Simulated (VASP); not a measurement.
Wanted: the native input for a VASP 6.6.1 run.

* Task: relaxation of cell and atoms
* Functional: PBE
* Potentials or basis: VASP PAW PBE potentials, release 64 (Eu, Be)
* Cutoff: 600 eV
* k mesh: 10 × 10 × 10
* Occupations: gaussian, width 0.1 eV
* Spin: collinear spin, ferromagnetic start
* Starting moments: [7.23, 0.0, 0.0, 0.0, 0.0] μB
* Dipole correction: no
* Further INCAR settings: ALGO = Normal; EDIFF = 1e-06; IBRION = 2; EDIFFG = -0.01; NSW = 100; ISIF = 3

The structure of EuBe4 lies in POSCAR:

```
EuBe4
1.0
    4.0944692230      0.0000000000      0.0000000000
    0.0000000000      4.0944692230      0.0000000000
    0.0000000000      0.0000000000      4.0944692230
Eu Be
1 4
Direct
    0.0000000000      0.0000000000      0.0000000000
    0.0000000000      0.5000000000      0.5000000000
    0.5000000000      0.0000000000      0.5000000000
    0.5000000000      0.5000000000      0.0000000000
    0.5000000000      0.5000000000      0.5000000000
```

These files were run (other wordings do the same):

INCAR

```
SYSTEM = EuBe4
ALGO = Normal
EDIFF = 1E-6
EDIFFG = -0.01
ENCUT = 600
GGA = PE
IBRION = 2
ISIF = 3
ISMEAR = 0
ISPIN = 2
LASPH = .True.
LCHARG = .False.
LMAXMIX = 6
LORBIT = 11
LREAL = .False.
LWAVE = .False.
MAGMOM = 7.23 0 0 0 0
NELM = 150
NSW = 100
PREC = Accurate
SIGMA = 0.1
```

KPOINTS

```
k-points
0
Gamma
  10 10 10
  0 0 0
```

Potentials or basis: VASP PAW PBE potentials, release 64 (Eu, Be).

Command:

```console
$ cat potpaw_PBE.64/Eu/POTCAR potpaw_PBE.64/Be/POTCAR > POTCAR
$ mpirun -np 1 vasp_std > vasp.out
```

Results of the run:

- Pressure after relaxing: 0.0 GPa
- Net moment: 7.17 μB per cell
- Site moments: Eu +6.48; Be +0.04, -0.06 μB
- Valence electrons inside the program's atomic spheres: Eu 14.78; Be 0.95, 1.25

Caveat: the relaxation stopped at its first step, so nothing moved.

It took 9.4 min on 1 thread of Intel(R) Xeon(R) Platinum 8259CL CPU @ 2.50GHz (Skylake/Cascade Lake), with other jobs on the host, peak memory 0.37 GiB.
